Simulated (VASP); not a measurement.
# F (C2/m) in VASP: further runs, part 2 of 2

VASP 6.6.1.

**4. Single point, PBEsol (20.14 Å³/atom)**

INCAR reads:

```
  PREC = Accurate
  ENCUT = 910
  EDIFF = 1E-6
  ISMEAR = 0
  SIGMA = 0.05
  LREAL = F
  LASPH = T
  NELM = 120
  ALGO = Normal
  ISIF = 2
  LWAVE = F
  LCHARG = F
  GGA = PS
  NBANDS = 22
  GGA_COMPAT = F
```

KPOINTS reads:

```
regular mesh
0
Gamma
  4 4 2
```

POSCAR reads:

```
F
1.0
    3.2173830004     -1.7907614553     -0.2481523329
    3.2173830004      1.7907614553     -0.2481523329
   -2.4366999323      0.0000000000      7.1787476776
F
4
Direct
    0.0848459664      0.0848459664      0.0940038325
    0.9151540336      0.9151540336      0.9059961675
    0.5015719855      0.5015719855      0.5937195244
    0.4984280145      0.4984280145      0.4062804756
```

Potentials or basis: VASP PAW PBE potentials, release 64 (F_h).

Run with:

```
cat potpaw_PBE.64/F_h/POTCAR > POTCAR
mpirun -np 1 vasp_std > vasp.out
```

OUTCAR:

```text
PREC = Accurate
   ENCUT = 910
   EDIFF = 1E-6
   ISMEAR = 0
   LREAL = F
   LASPH = T
   NELM = 120
   ISIF = 2
   GGA = PS

 ion  position               nearest neighbor table
   1  0.085  0.085  0.094-   2 1.42
   2  0.915  0.915  0.906-   1 1.42
   3  0.502  0.502  0.594-   4 1.41
   4  0.498  0.498  0.406-   3 1.41

  LATTYP: Found a base centered monoclinic cell.
 ALAT       =     6.4538772692
 B/A-ratio  =     0.5549412797
 C/A-ratio  =     1.1746464453
 COS(beta)  =    -0.3932887867

  Lattice vectors:

 A1 = (   3.2173830004,  -1.7907614553,  -0.2481523329)
 A2 = (   3.2173830004,   1.7907614553,  -0.2481523329)
 A3 = (  -2.4366999323,   0.0000000000,   7.1787476776)

Analysis of symmetry for initial positions (statically):
=====================================================================
 Subroutine PRICEL returns:
 Original cell was already a primitive cell.

 Routine SETGRP: Setting up the symmetry group for a
 base centered monoclinic supercell.

 Subroutine GETGRP returns: Found  4 space group operations
 (whereof  4 operations were pure point group operations)
 out of a pool of  4 trial point group operations.

The static configuration has the point symmetry C_2h.

Analysis of symmetry for dynamics (positions and initial velocities):
=====================================================================
 Subroutine PRICEL returns:
 Original cell was already a primitive cell.

 Routine SETGRP: Setting up the symmetry group for a
 base centered monoclinic supercell.

 Subroutine GETGRP returns: Found  4 space group operations
 (whereof  4 operations were pure point group operations)
 out of a pool of  4 trial point group operations.

The dynamic configuration has the point symmetry C_2h.

 Subroutine INISYM returns: Found  4 space group operations
 (whereof  4 operations are pure point group operations),
 and found     1 'primitive' translations

----------------------------------------------------------------------------------------

                                     Primitive cell

  volume of cell :      80.5560

  direct lattice vectors                    reciprocal lattice vectors
     3.217383000 -1.790761455 -0.248152333     0.159583701 -0.279210834  0.054167887
     3.217383000  1.790761455 -0.248152333     0.159583701  0.279210834  0.054167887
    -2.436699932  0.000000000  7.178747678     0.011032862  0.000000000  0.143044974

  length of vectors
     3.690522936  3.690522936  7.581023993     0.326128514  0.326128514  0.143469818

  position of ions in fractional coordinates (direct lattice)
     0.084845966  0.084845966  0.094003833
     0.915154034  0.915154034  0.905996167
     0.501571985  0.501571985  0.593719524
     0.498428014  0.498428014  0.406280476

  ion indices of the primitive-cell ions
   primitive index   ion index
                 1           1
                 2           2
                 3           3
                 4           4

----------------------------------------------------------------------------------------

 KPOINTS: regular mesh

Automatic generation of k-mesh.
[... 23 lines left out ...]
  0.000000  0.000000  0.000000      1.000000
  0.250000 -0.000000  0.000000      4.000000
  0.500000 -0.000000  0.000000      2.000000
  0.250000  0.250000  0.000000      2.000000
  0.500000  0.250000  0.000000      4.000000
 -0.250000  0.250000  0.000000      2.000000
  0.500000  0.500000  0.000000      1.000000
  0.000000  0.000000  0.500000      1.000000
  0.250000 -0.000000  0.500000      4.000000
  0.500000  0.000000  0.500000      2.000000
  0.250000  0.250000  0.500000      2.000000
  0.500000  0.250000  0.500000      4.000000
 -0.250000  0.250000  0.500000      2.000000
  0.500000  0.500000  0.500000      1.000000
   k-points           NKPTS =     14   k-points in BZ     NKDIM =     14   number of bands    NBANDS=     22
   number of dos      NEDOS =    301   number of ions     NIONS =      4
   total plane-waves  NPLWV = 103680
   dimension x,y,z NGX =    36 NGY =   36 NGZ =   80
   dimension x,y,z NGXF=    72 NGYF=   72 NGZF=  160
   ions per type =               4
   NGX,Y,Z   is equivalent  to a cutoff of  16.22, 16.22, 17.54 a.u.
   NGXF,Y,Z  is equivalent  to a cutoff of  32.43, 32.43, 35.09 a.u.
 SYSTEM =  unknown system
   PREC   = accura    normal or accurate (medium, high low for compatibility)
   ISTART =      0    job   : 0-new  1-cont  2-samecut
   ICHARG =      2    charge: 1-file 2-atom 10-const
   ISPIN  =      1    spin polarized calculation?
   LNONCOLLINEAR =      F non collinear calculations
   LSORBIT =      F    spin-orbit coupling
   LASPH  =      T    aspherical Exc in radial PAW
   ENCUT  =  910.0 eV  66.88 Ry    8.18 a.u.   9.08  9.08 18.65*2*pi/ulx,y,z
   NELM   =    120;   NELMIN=  2; NELMDL= -5     # of ELM steps
   EDIFF  = 0.1E-05   stopping-criterion for ELM
   LREAL  =      F    real-space projection
   EDIFFG = 0.1E-04   stopping-criterion for IOM
   NSW    =      0    number of steps for IOM
   IBRION =     -1    ionic relax: 0-MD 1-quasi-New 2-CG
   NFREE  =      0    steps in history (QN), initial steepest desc. (CG)
   ISIF   =      2    stress and relaxation
   ISYM   =      2    0-nonsym 1-usesym 2-fastsym
   POTIM  = 0.5000    time-step for ionic-motion
   TEBEG  =    0.0;   TEEND  =   0.0 temperature during run
   PSTRESS=    0.0 pullay stress
   NELECT =      28.0000    total number of electrons
   NUPDOWN=      -1.0000    fix difference up-down
   EMIN   =  10.00;   EMAX   =-10.00  energy-range for DOS
   EFERMI =   0.00;   METHOD = LEGACY
   ISMEAR =     0;   SIGMA  =   0.05  broadening in eV -4-tet -1-fermi 0-gaus
   EFERMI_NEDOS =   21; number of points for ismear=-14 and -15
   IALGO  =     38    algorithm
   IMIX   =      4    mixing-type and parameters
     AMIX     =   0.40;   BMIX     =  1.00
     AMIX_MAG =   1.60;   BMIX_MAG =  1.00
  volume/ion in A,a.u.               =      20.14       135.90
  Fermi-wavevector in a.u.,A,eV,Ry     =   1.151052  2.175173 18.026635  1.324920
  Thomas-Fermi vector in A             =   2.287712
   LORBIT       =      0    0 simple, 1 ext, 2 COOP (PROOUT), +10 PAW based schemes
   GGA     = PS    functional components
   LHFCALC =     F    Hartree Fock is set to
   AEXX    =    0.0000 exact exchange contribution
   IVDW    =     0    specifies the selected vdW correction
   LEPSILON=     F    determine dielectric tensor
   LRPA    =     F    only Hartree local field effects (RPA)
 non-spin polarized calculation
 Gauss-broadening in eV      SIGMA  =   0.05
  energy-cutoff  :      910.00
  volume of cell :       80.56
 maximum number of plane-waves:      5045
   NGX = 19   NGY = 19   NGZ = 37

 number of electron      28.0000011 magnetization

 Free energy of the ion-electron system (eV)
  ---------------------------------------------------
  ext. energy  EPLUGINS =         0.00000000
  ---------------------------------------------------
  free energy    TOTEN  =        -7.96097062 eV

  energy without entropy =       -7.96097062  energy(sigma->0) =       -7.96097062

 E-fermi :  -5.3210     XC(G=0):  -6.5678

 val. band max:       -5.5622176071   @ k =   0.5000   0.5000   0.0000
 cond. band min:      -2.5898450968   @ k =   0.0000   0.0000   0.0000
 fundamental gap:      2.9723725104
 Fermi energy:        -5.3210177199

 k-point     1 :       0.0000    0.0000    0.0000
  band No.  band energies     occupation
      1     -30.3790      2.00000
      2     -30.2359      2.00000
      3     -24.0708      2.00000
      4     -23.8466      2.00000
      5     -12.0936      2.00000
      6     -11.5842      2.00000
[... 339 lines left out ...]
     21       9.1045      0.00000
     22       9.2247      0.00000

------------------------ aborting loop because EDIFF is reached ----------------------------------------

  FORCE on cell =-STRESS in cart. coord.  units (eV):
  Direction    XX          YY          ZZ          XY          YZ          ZX
  --------------------------------------------------------------------------------------
  -------------------------------------------------------------------------------------
  Total       -0.6520957     -0.4722043     -1.4482520      0.0000000      0.0000000     -0.0683837
  in kB      -12.9695244     -9.3916667    -28.8042665      0.0000000      0.0000000     -1.3600835
  external PRESSURE =     -17.0551525 kB  Pullay stress =       0.0000000 kB

 VOLUME and BASIS-vectors are now :
 -----------------------------------------------------------------------------
  energy-cutoff  :      910.00
  volume of cell :       80.56
      direct lattice vectors                 reciprocal lattice vectors
     3.217383000 -1.790761455 -0.248152333     0.159583701 -0.279210834  0.054167887
     3.217383000  1.790761455 -0.248152333     0.159583701  0.279210834  0.054167887
    -2.436699932  0.000000000  7.178747678     0.011032862  0.000000000  0.143044974

 POSITION                                       TOTAL-FORCE (eV/Angst)
 -----------------------------------------------------------------------------------
      0.31690      0.00000      0.63272        -0.196447      0.000000     -0.396071
      3.68116      0.00000      6.04972         0.196447      0.000000      0.396071
      1.78078      0.00000      4.01323         0.143389      0.000000     -0.425043
      2.21728      0.00000      2.66921        -0.143389      0.000000      0.425043
 -----------------------------------------------------------------------------------
    total drift:                                0.000000      0.000000     -0.000000

  FREE ENERGIE OF THE ION-ELECTRON SYSTEM (eV)
  ---------------------------------------------------
  free  energy   TOTEN  =        -7.9609706197 eV

  energy  without entropy=       -7.9609706197  energy(sigma->0) =       -7.96097062
```

It took 36 s on 1 thread of Intel Xeon Platinum 8559C (Emerald Rapids), shared host; peak memory 0.31 GiB.

What came out:

| Quantity | Value |
| --- | --- |
| Free energy | -7.9610 eV |
| Pressure | -1.7 GPa |
| Largest force | 0.449 eV/Å |
| Band gap on the k mesh | 2.97 eV (least direct gap 3.05 eV) |

Forces on the atoms (eV/Å):
```
F   -0.196  0.000 -0.396
F    0.196  0.000  0.396
F    0.143  0.000 -0.425
F   -0.143  0.000  0.425
```

Stress tensor (GPa, compression positive):
```
-1.30  0.00 -0.14
 0.00 -0.94  0.00
-0.14  0.00 -2.88
```

Caveat: the k points lie up to 0.51 Å⁻¹ apart; the cutoff is under 1.25 times the usual one of these potentials, so pressure, stress and relaxed cells hold a basis-set (Pulay) error; this functional lacks dispersion, which holds the molecules together, so the pressure and a relaxed volume are unreliable; the PAW data sets were made with another functional, which shifts forces and pressure a little. A k mesh can miss the band edges.

**5. Single point, PBEsol (19.22 Å³/atom)**

This run uses another cell than the first one, of 19.22 Å³/atom.

INCAR reads:

```
SYSTEM = F
PREC     = Accurate       ! precision mode
ENCUT    = 910            ! plane-wave cutoff, eV
EDIFF    = 1E-6           ! SCF threshold, eV
ISMEAR   = 0              ! smearing method
SIGMA    = 0.05           ! smearing width, eV
LREAL    = .FALSE.        ! projectors in reciprocal space
LASPH    = .TRUE.         ! aspherical terms in the spheres
NELM     = 120            ! most SCF steps
ALGO     = Normal         ! electronic algorithm
ISIF     = 2              ! what is computed and relaxed
LWAVE    = .FALSE.        ! write WAVECAR
LCHARG   = .FALSE.        ! write CHGCAR
GGA      = PS             ! functional
NBANDS   = 22             ! bands
GGA_COMPAT= .FALSE.
```

KPOINTS reads:

```
Automatic mesh
0
G
  4 4 2
  0 0 0
```

POSCAR reads:

```
F
1.0
    3.0675310175     -1.7915000592     -0.2365944552
    3.0675310175      1.7915000592     -0.2365944552
   -2.2980230344      0.0000000000      7.1709350950
F
4
Direct
    0.0848459664      0.0848459664      0.0940038325
    0.9151540336      0.9151540336      0.9059961675
    0.5015719855      0.5015719855      0.5937195244
    0.4984280145      0.4984280145      0.4062804756
```

Run with:

```
cat potpaw_PBE.64/F_h/POTCAR > POTCAR
mpirun -np 1 vasp_std > vasp.out
```

It took 72 s on 1 thread of Intel Xeon 6975P-C (Granite Rapids), shared host; peak memory 0.3 GiB.

Results (log left out):

* Free energy: -7.9667 eV
* Pressure: -1.1 GPa
* Largest force: 0.137 eV/Å
* Band gap on the k mesh: 3.03 eV (least direct gap 3.11 eV)

Forces in eV/Å, atoms in the order of the input:
```
F   -0.058  0.000 -0.116
F    0.058  0.000  0.116
F    0.039  0.000 -0.132
F   -0.039  0.000  0.132
```

Stress tensor (GPa, compression positive):
```
-1.01  0.00 -0.02
 0.00 -0.96  0.00
-0.02  0.00 -1.39
```

Levels at points of the mesh, in eV from the valence-band top:
```
           k point  band 10  band 11  band 12  band 13  band 14  band 15  band 16  band 17  band 18  band 19
(0.00, 0.00, 0.00)    -3.45    -0.31    -0.17    -0.11    -0.08     3.03     3.80     8.62    11.06    11.99
(0.50, 0.00, 0.00)    -3.54    -0.36    -0.28    -0.28    -0.16     3.44     3.53    12.49    12.64    14.15
(0.50, 0.50, 0.00)    -3.52    -0.33    -0.28    -0.19     0.00     3.39     3.53    12.84    13.10    13.22
(0.00, 0.00, 0.50)    -3.45    -0.28    -0.17    -0.16    -0.08     3.35     3.44     9.46     9.47    14.62
(0.50, 0.00, 0.50)    -3.50    -0.47    -0.32    -0.19    -0.06     3.27     3.68    12.40    13.24    13.48
(0.50, 0.50, 0.50)    -3.58    -0.36    -0.25    -0.18    -0.10     3.44     3.53    12.50    12.63    14.66
```

Caveat: the k points lie up to 0.52 Å⁻¹ apart; the cutoff is under 1.25 times the usual one of these potentials, so pressure, stress and relaxed cells hold a basis-set (Pulay) error; this functional lacks dispersion, which holds the molecules together, so the pressure and a relaxed volume are unreliable; the PAW data sets were made with another functional, which shifts forces and pressure a little.

**6. Overview**

```csv
cell,gap on the mesh (eV),pressure (GPa),largest force (eV/Å)
"a = 3.769, b = 3.769, c = 7.518 Å, angles 111.2, 111.2, 55.7°, 4 atoms",3.14,-0.9,0.01
"a = 3.665, b = 3.665, c = 7.603 Å, angles 109.8, 109.8, 58.8°, 4 atoms",2.92,-2.0,0.59
"a = 3.691, b = 3.691, c = 7.581 Å, angles 110.1, 110.1, 58.1°, 4 atoms",2.97,-1.7,0.45
"a = 3.560, b = 3.560, c = 7.530 Å, angles 109.0, 109.0, 60.4°, 4 atoms",3.03,-1.1,0.14
```

Alike in all rows: task single point; level PBEsol; potentials or basis VASP PAW PBE potentials, release 64 (F_h); no spin polarisation; k mesh 4 × 4 × 2; cutoff (eV) 910; smearing gaussian 0.05 eV.

Caveats: all runs use coarse meshes; the cutoff is under 1.25 times the usual one of these potentials, so pressure, stress and relaxed cells hold a basis-set (Pulay) error; this functional lacks dispersion, which holds the molecules together, so the pressure and a relaxed volume are unreliable; the PAW data sets were made with another functional, which shifts forces and pressure a little.

Total energies depend on the potentials used, so only differences within one code and one set of settings carry meaning.
